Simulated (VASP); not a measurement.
# Rh (Fm-3m) in VASP: settings compared

Aim: see how the results for Rh move with the level of theory and the settings. Levels: LDA, revPBE+D3(BJ). Tasks: relaxation of cell and atoms.

All numbers are computed with VASP 6.6.1; they aren't measurements. Logs are shortened: lines on timing, memory, paths and dates and some standing lists are left out, and cuts for length are marked.

### Step 1. The cell of the first run

The structure is cubic, space group Fm-3m (No. 225). The conventional cell has a = 3.796 Å, b = 3.796 Å, c = 3.796 Å, α = 90.00°, β = 90.00°, γ = 90.00°. Rh (site symmetry m-3m) has 12 Rh at 2.68 Å within 3.5 Å.

### Step 2. Relaxation of cell and atoms, LDA

INCAR

```
PREC = Accurate ; ENCUT = 600
EDIFF = 1E-6 ; ISMEAR = -1
SIGMA = 0.3 ; LREAL = False
LASPH = True ; NELM = 100
ALGO = Normal ; ISIF = 3
LWAVE = False ; LCHARG = False
IBRION = 2 ; NSW = 80
EDIFFG = -0.05
```

KPOINTS

```
regular mesh
0
Gamma
  15 15 15
```

POSCAR

```
Rh
1.0
    0.0000000000      1.8978500000      1.8978500000
    1.8978500000      0.0000000000      1.8978500000
    1.8978500000      1.8978500000      0.0000000000
Rh
1
Direct
    0.0000000000      0.0000000000      0.0000000000
```

Potentials or basis: VASP PAW LDA potentials, release 64 (Rh_pv).

Command:

```console
cat potpaw_LDA.64/Rh_pv/POTCAR > POTCAR
mpirun -np 1 vasp_std > vasp.out
```

OUTCAR:

```text
PREC = Accurate
   ENCUT = 600
   EDIFF = 1E-6
   ISMEAR = -1
   LREAL = False
   LASPH = True
   NELM = 100
   ISIF = 3
   IBRION = 2
   NSW = 80
   EDIFFG = -0.05

 ion  position               nearest neighbor table
   1  0.000  0.000  0.000-

  LATTYP: Found a face centered cubic cell.
 ALAT       =     3.7957000000

  Lattice vectors:

 A1 = (   0.0000000000,   1.8978500000,   1.8978500000)
 A2 = (   1.8978500000,   0.0000000000,   1.8978500000)
 A3 = (   1.8978500000,   1.8978500000,   0.0000000000)

Analysis of symmetry for initial positions (statically):
=====================================================================
 Subroutine PRICEL returns:
 Original cell was already a primitive cell.

 Routine SETGRP: Setting up the symmetry group for a
 face centered cubic supercell.

 Subroutine GETGRP returns: Found 48 space group operations
 (whereof 48 operations were pure point group operations)
 out of a pool of 48 trial point group operations.

The static configuration has the point symmetry O_h .

Analysis of symmetry for dynamics (positions and initial velocities):
=====================================================================
 Subroutine PRICEL returns:
 Original cell was already a primitive cell.

 Routine SETGRP: Setting up the symmetry group for a
 face centered cubic supercell.

 Subroutine GETGRP returns: Found 48 space group operations
 (whereof 48 operations were pure point group operations)
 out of a pool of 48 trial point group operations.

The dynamic configuration has the point symmetry O_h .

 Subroutine INISYM returns: Found 48 space group operations
 (whereof 48 operations are pure point group operations),
 and found     1 'primitive' translations

----------------------------------------------------------------------------------------

                                     Primitive cell

  volume of cell :      13.6715

  direct lattice vectors                    reciprocal lattice vectors
     0.000000000  1.897850000  1.897850000    -0.263456016  0.263456016  0.263456016
     1.897850000  0.000000000  1.897850000     0.263456016 -0.263456016  0.263456016
     1.897850000  1.897850000  0.000000000     0.263456016  0.263456016 -0.263456016

  length of vectors
     2.683965209  2.683965209  2.683965209     0.456319205  0.456319205  0.456319205

  position of ions in fractional coordinates (direct lattice)
     0.000000000  0.000000000  0.000000000

  ion indices of the primitive-cell ions
   primitive index   ion index
                 1           1

----------------------------------------------------------------------------------------

 KPOINTS: regular mesh

Automatic generation of k-mesh.
 Grid dimensions read from file:
 generate k-points for:   15   15   15

 Generating k-lattice:

  Cartesian coordinates                     Fractional coordinates (reciprocal lattice)
    -0.017563734  0.017563734  0.017563734     0.066666667  0.000000000  0.000000000
     0.017563734 -0.017563734  0.017563734     0.000000000  0.066666667  0.000000000
     0.017563734  0.017563734 -0.017563734     0.000000000  0.000000000  0.066666667

  Length of vectors
     0.030421280  0.030421280  0.030421280

  Shift w.r.t. Gamma in fractional coordinates (k-lattice)
     0.000000000  0.000000000  0.000000000

 Subroutine IBZKPT returns following result:
 ===========================================

 Found    120 irreducible k-points:

 Following reciprocal coordinates:
            Coordinates               Weight
  0.000000  0.000000  0.000000      1.000000
  0.066667  0.000000  0.000000      8.000000
  0.133333  0.000000  0.000000      8.000000
  0.200000  0.000000  0.000000      8.000000
  0.266667  0.000000  0.000000      8.000000
  0.333333  0.000000  0.000000      8.000000
[... 16 lines left out ...]
  0.133333  0.133333  0.000000      6.000000
  0.200000  0.133333  0.000000     24.000000
 [... further k-points ...]
   k-points           NKPTS =    120   k-points in BZ     NKDIM =    120   number of bands    NBANDS=     11
   number of dos      NEDOS =    301   number of ions     NIONS =      1
   total plane-waves  NPLWV =  13824
   dimension x,y,z NGX =    24 NGY =   24 NGZ =   24
   dimension x,y,z NGXF=    48 NGYF=   48 NGZF=   48
   ions per type =               1
   NGX,Y,Z   is equivalent  to a cutoff of  14.87, 14.87, 14.87 a.u.
   NGXF,Y,Z  is equivalent  to a cutoff of  29.73, 29.73, 29.73 a.u.
 SYSTEM =  unknown system
   PREC   = accura    normal or accurate (medium, high low for compatibility)
   ISTART =      0    job   : 0-new  1-cont  2-samecut
   ICHARG =      2    charge: 1-file 2-atom 10-const
   ISPIN  =      1    spin polarized calculation?
   LNONCOLLINEAR =      F non collinear calculations
   LSORBIT =      F    spin-orbit coupling
   LASPH  =      T    aspherical Exc in radial PAW
   ENCUT  =  600.0 eV  44.10 Ry    6.64 a.u.   5.36  5.36  5.36*2*pi/ulx,y,z
   NELM   =    100;   NELMIN=  2; NELMDL= -5     # of ELM steps
   EDIFF  = 0.1E-05   stopping-criterion for ELM
   LREAL  =      F    real-space projection
   EDIFFG = -.5E-01   stopping-criterion for IOM
   NSW    =     80    number of steps for IOM
   IBRION =      2    ionic relax: 0-MD 1-quasi-New 2-CG
   NFREE  =      1    steps in history (QN), initial steepest desc. (CG)
   ISIF   =      3    stress and relaxation
   ISYM   =      2    0-nonsym 1-usesym 2-fastsym
   POTIM  = 0.5000    time-step for ionic-motion
   TEBEG  =    0.0;   TEEND  =   0.0 temperature during run
   PSTRESS=    0.0 pullay stress
   NELECT =      15.0000    total number of electrons
   NUPDOWN=      -1.0000    fix difference up-down
   EMIN   =  10.00;   EMAX   =-10.00  energy-range for DOS
   EFERMI =   0.00;   METHOD = LEGACY
   ISMEAR =    -1;   SIGMA  =   0.30  broadening in eV -4-tet -1-fermi 0-gaus
   EFERMI_NEDOS =   21; number of points for ismear=-14 and -15
   IALGO  =     38    algorithm
   IMIX   =      4    mixing-type and parameters
     AMIX     =   0.40;   BMIX     =  1.00
     AMIX_MAG =   1.60;   BMIX_MAG =  1.00
  volume/ion in A,a.u.               =      13.67        92.26
  Fermi-wavevector in a.u.,A,eV,Ry     =   1.688496  3.190795 38.790465  2.851019
  Thomas-Fermi vector in A             =   2.770792
   LORBIT       =      0    0 simple, 1 ext, 2 COOP (PROOUT), +10 PAW based schemes
   GGA     = CA    functional components
   LHFCALC =     F    Hartree Fock is set to
   AEXX    =    0.0000 exact exchange contribution
   IVDW    =     0    specifies the selected vdW correction
   LEPSILON=     F    determine dielectric tensor
   LRPA    =     F    only Hartree local field effects (RPA)
 conjugate gradient relaxation of ions
 non-spin polarized calculation
  energy-cutoff  :      600.00
  volume of cell :       13.67
 maximum number of plane-waves:       468
 NGX is ok and might be reduce to    24
   NGX = 11   NGY = 11   NGZ = 11

--------------------------------------- Ionic step        1  -------------------------------------------

 number of electron      15.0000002 magnetization

 Free energy of the ion-electron system (eV)
  ---------------------------------------------------
  ext. energy  EPLUGINS =         0.00000000
  ---------------------------------------------------
  free energy    TOTEN  =        -8.87071290 eV

  energy without entropy =       -8.47913067  energy(sigma->0) =       -8.67492179

------------------------ aborting loop because EDIFF is reached ----------------------------------------

  FORCE on cell =-STRESS in cart. coord.  units (eV):
  Direction    XX          YY          ZZ          XY          YZ          ZX
  --------------------------------------------------------------------------------------
  -------------------------------------------------------------------------------------
  Total       -0.4467978     -0.4467978     -0.4467978      0.0000000      0.0000000      0.0000000
  in kB      -52.3607587    -52.3607587    -52.3607587      0.0000000      0.0000000      0.0000000
  external PRESSURE =     -52.3607587 kB  Pullay stress =       0.0000000 kB
[... 55 lines left out ...]
  energy  without entropy=       -8.4913312854  energy(sigma->0) =       -8.66878953

--------------------------------------- Ionic step        3  -------------------------------------------

 number of electron      15.0000002 magnetization

 Free energy of the ion-electron system (eV)
  ---------------------------------------------------
  ext. energy  EPLUGINS =         0.00000000
  ---------------------------------------------------
  free energy    TOTEN  =        -8.87487993 eV

  energy without entropy =       -8.49377870  energy(sigma->0) =       -8.68432932

 E-fermi :  12.1342     XC(G=0): -14.5020

 val. band max:       12.1153798413   @ k =  -0.3333   0.3333   0.0000
 cond. band min:      12.1673491041   @ k =  -0.3333   0.2667   0.0667
 fundamental gap:      0.0519692628
 Fermi energy:        12.1341992081

 k-point     1 :       0.0000    0.0000    0.0000
  band No.  band energies     occupation
      1     -34.0163      2.00000
      2     -34.0163      2.00000
      3     -34.0163      2.00000
      4       3.9507      2.00000
      5       8.9533      1.99995
      6       8.9533      1.99995
      7       8.9533      1.99995
      8      11.1532      1.92676
      9      11.1532      1.92676
     10      28.0881      0.00000
     11      32.4930      0.00000
[... 309 lines left out ...]
 k-point    24 :       0.2000    0.1333    0.0000
  band No.  band energies     occupation
      1     -34.2477      2.00000
      2     -34.0913      2.00000
      3     -34.0845      2.00000
      4       5.4294      2.00000
      5       8.0796      2.00000
      6       9.6241      1.99954
      7       9.7033      1.99939
      8      10.4289      1.99323
      9      11.5277      1.76610
     10      30.1792      0.00000
     11      30.6431      0.00000

 [... further k-points ...]
[... 5 lines left out ...]
  --------------------------------------------------------------------------------------
  -------------------------------------------------------------------------------------
  Total       -0.0080026     -0.0080026     -0.0080026     -0.0000000     -0.0000000      0.0000000
  in kB       -0.9551128     -0.9551128     -0.9551128     -0.0000000     -0.0000000      0.0000000
  external PRESSURE =      -0.9551128 kB  Pullay stress =       0.0000000 kB
[... 16 lines left out ...]
  FREE ENERGIE OF THE ION-ELECTRON SYSTEM (eV)
  ---------------------------------------------------
  free  energy   TOTEN  =        -8.8748799311 eV

  energy  without entropy=       -8.4937787033  energy(sigma->0) =       -8.68432932

 reached required accuracy - stopping structural energy minimisation
```

Run time: 46 s. Hardware: 1 thread of AMD EPYC 7R43 (Zen 3), shared host; peak memory 0.12 GiB.

Results:

```yaml
Free_energy: -8.8749 eV
Relaxed_volume: 13.42 Å³/atom
Relaxed_cell: a = 2.668 Å, b = 2.668 Å, c = 2.668 Å, α = 60.00°, β = 60.00°, γ = 60.00°
Space_group_after_relaxing_to_0.05_Å: Fm-3m (No. 225)
Energy_gained_by_relaxing: 4.2 meV/atom
Ionic_steps: 3
Pressure_after_relaxing: -0.1 GPa
```

Step by step:
```tsv
step	energy change (eV)	largest force (eV/Å)	pressure (GPa)	volume (Å³)
1	0.0000	0.0000	-5.24	13.67
2	0.0245	0.0000	15.73	12.81
3	-0.0042	0.0000	-0.10	13.42
```

Final structure:
```xyz
1
Lattice="0.0000 1.8863 1.8863 1.8863 0.0000 1.8863 1.8863 1.8863 0.0000" Properties=species:S:1:pos:R:3 pbc="T T T"
Rh    0.0000    0.0000    0.0000
```

Levels at points of the mesh, in eV from the Fermi level:
```csv
k point,band 4,band 5,band 6,band 7,band 8,band 9,band 10,band 11
"(0.00, 0.00, 0.00)",-8.18,-3.18,-3.18,-3.18,-0.98,-0.98,15.95,20.36
```

LDA usually gives volumes a few per cent too small. Zero-point motion and thermal expansion aren't in these numbers.

(Continued in part 2 of 2.)
